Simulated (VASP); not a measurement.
Runs of VASP 6.6.1 on In3Sb. The structure is that of space group Pm-3m (No. 221), or close to it. The cells are those of the table. 

| cell | gap on the mesh (eV) | pressure (GPa) |
| --- | --- | --- |
| a = 4.816 Å, 4 atoms | none | -2.3 |
| a = 4.627 Å, 4 atoms | none | 3.3 |
| a = 4.770 Å, 4 atoms | none | (b) |
| a = 4.676 Å, 4 atoms | none | (a) |
| a = 4.724 Å, 4 atoms | none | 0.0 |

Alike in all rows: task single point; level PBEsol; potentials or basis VASP PAW PBE potentials, release 64 (In_d, Sb); no spin polarisation; k mesh 10 × 10 × 10; cutoff (eV) 500; smearing gaussian 0.1 eV.

**Question.** Fill in the values left out.

**Answer.** (a) 1.5; (b) -1.3.

Caveats: the PAW data sets were made with another functional, which shifts forces and pressure a little; spin-orbit coupling is left out, which moves the levels of the heavy elements.

A k mesh can miss the band edges, and the runs leave out spin-orbit coupling on In, Sb.

A gap of «none» marks levels without a gap at the run's occupations.
